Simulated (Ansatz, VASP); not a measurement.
# Ag: VASP beside Ansatz

File INCAR:

```
SYSTEM = Ag
ALGO = Normal ; EDIFF = 1E-6
ENCUT = 500 ; GGA = PE
GGA_COMPAT = .FALSE. ; ISIF = 2
ISMEAR = 0 ; LASPH = .TRUE.
LCHARG = .FALSE. ; LMAXMIX = 4
LNONCOLLINEAR = .TRUE. ; LORBIT = 11
LORBMOM = .TRUE. ; LREAL = .FALSE.
LSORBIT = .TRUE. ; LWAVE = .FALSE.
MAGMOM = 0 0 0 ; NBANDS = 22
NELM = 200 ; PREC = Accurate
SIGMA = 0.05
```

Contents of KPOINTS:

```
k-points
0
G
  18 18 18
  0 0 0
```

The input POSCAR:

```
Ag
1.0
   -1.6493996759      1.6493996759      1.6493996759
    1.6493996759     -1.6493996759      1.6493996759
    1.6493996759      1.6493996759     -1.6493996759
Ag
1
Direct
    0.0000000000      0.0000000000      0.0000000000
```

Input for Ansatz:

```yaml
crystal:
  lattice:
    - [-1.6493996759, 1.6493996759, 1.6493996759]
    - [1.6493996759, -1.6493996759, 1.6493996759]
    - [1.6493996759, 1.6493996759, -1.6493996759]
  atoms:
    - { symbol: Ag, position: [0.0, 0.0, 0.0] }
basis:
  ecutwfc: 420
  ecutrho_ratio: 4
kpoints:
  mp_grid: { grid: [18, 18, 18] }
hamiltonian:
  xc: pbe
scf:
  occupations: { method: gaussian, width: 0.05 }
output:
  forces: true
  stress: true
  eigenvalues: true
  populations: true
magnetization:
  noncollinear: true
  spin_orbit: true
```

Alike in both runs: task single point; functional PBE; k mesh 18 × 18 × 18; occupations gaussian, width 0.05 eV; non-collinear spin, spin-orbit coupling.

|  | VASP | Ansatz |
| --- | --- | --- |
| version | VASP 6.6.1 | Ansatz 0.2.0 |
| potentials or method | VASP PAW PBE potentials, release 64 (Ag), cutoff 500 eV | plane waves, PAW |
| valence electrons in the cell | 11 | 19 |

Ansatz gave:

* pressure (GPa): 0.3
* net moment per atom (μB): 0.00

Question: Which values does VASP return?

Answer: Pressure (GPa): 0.2; net moment per atom (μB): 0.00.

VASP's potentials hold 11 valence electrons a cell and Ansatz's 19, so a difference there can come from the potentials and not from the codes.
